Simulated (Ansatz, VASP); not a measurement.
Two plane-wave programs on WSe2

```xyz
6
Lattice="3.2497 0.0000 0.0000 -1.6249 2.8144 0.0000 0.0000 0.0000 12.8202" Properties=species:S:1:pos:R:3 pbc="T T T"
W     0.0000    1.8762    3.2050
W     1.6249    0.9381    9.6151
Se    0.0000    1.8762    7.9483
Se    1.6249    0.9381    1.5382
Se    0.0000    1.8762   11.2820
Se    1.6249    0.9381    4.8719
```

Alike in both runs: functional LDA; k mesh 10 × 10 × 4; occupations fermi-dirac, width 0.08 eV; no spin polarisation.

Ansatz relaxed the structure, and its values are those at the end. VASP's run is a single point on that final structure, the one shown.

```csv
,VASP,Ansatz
version,VASP 6.6.1,Ansatz 0.2.0
potentials or method,"VASP PAW LDA potentials, release 64 (W_sv, Se)","PAW with Ansatz's default frozen-core files, scalar-relativistic"
plane-wave cutoff (eV),520,420
valence electrons in the cell,52,92
```

```tsv
	VASP	Ansatz	Ansatz less VASP
pressure (GPa)	0.8	0.0	-0.78
rms of the force components (eV/Å)	0.048	0.000	-0.0477
```

LDA's correlation is that of Perdew and Zunger in VASP and of Perdew and Wang (1992) in Ansatz. VASP's potentials hold 52 valence electrons a cell and Ansatz's 92, so a difference there can come from the potentials and not from the codes.

Spin-orbit coupling is off throughout.
